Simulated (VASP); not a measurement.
A run of VASP 6.6.1:

Contents of INCAR:

```
PREC     = Accurate       # precision mode
ENCUT    = 600            # plane-wave cutoff, eV
EDIFF    = 1E-7           # SCF threshold, eV
ISMEAR   = -1             # smearing method
SIGMA    = 0.02           # smearing width, eV
LREAL    = False          # projectors in reciprocal space
LASPH    = True           # aspherical terms in the spheres
NELM     = 120            # most SCF steps
ALGO     = Normal         # electronic algorithm
ISIF     = 3              # what is computed and relaxed
LWAVE    = False          # write WAVECAR
LCHARG   = False          # write CHGCAR
GGA      = CA             # functional
IBRION   = 2              # ionic algorithm
NSW      = 80             # ionic steps
EDIFFG   = -0.005         # ionic threshold
GGA_COMPAT= False        
NELMIN   = 4
```

Contents of KPOINTS:

```
regular mesh
0
Gamma
  6 4 8
```

File POSCAR:

```
FeS2
1.0
    4.4389627483      0.0000000000      0.0000000000
    0.0000000000      5.4095540197      0.0000000000
    0.0000000000      0.0000000000      3.3895163727
Fe S
2 4
Direct
    0.5000000000      0.5000000000      0.5000000000
    0.0000000000      0.0000000000      0.0000000000
    0.2937551954      0.8751795098      0.5000000000
    0.7062448046      0.1248204902      0.5000000000
    0.2062448046      0.3751795098      0.0000000000
    0.7937551954      0.6248204902      0.0000000000
```

Potentials or basis: VASP PAW LDA potentials, release 64 (Fe, S).

The run is started by

```console
$ cat potpaw_LDA.64/Fe/POTCAR potpaw_LDA.64/S/POTCAR > POTCAR
$ mpirun -np 1 vasp_std > vasp.out
```

Hardware: 1 thread of Intel(R) Xeon(R) 6975P-C (Granite Rapids) (shared host).

**Question.** How long does it take, and how much memory?

**Answer.** Run time: 6.3 min on 1 thread of Intel(R) Xeon(R) 6975P-C (Granite Rapids), with other jobs on the host, peak memory 0.26 GiB. Counts: scf iterations 93, k points 60, ion steps 10.
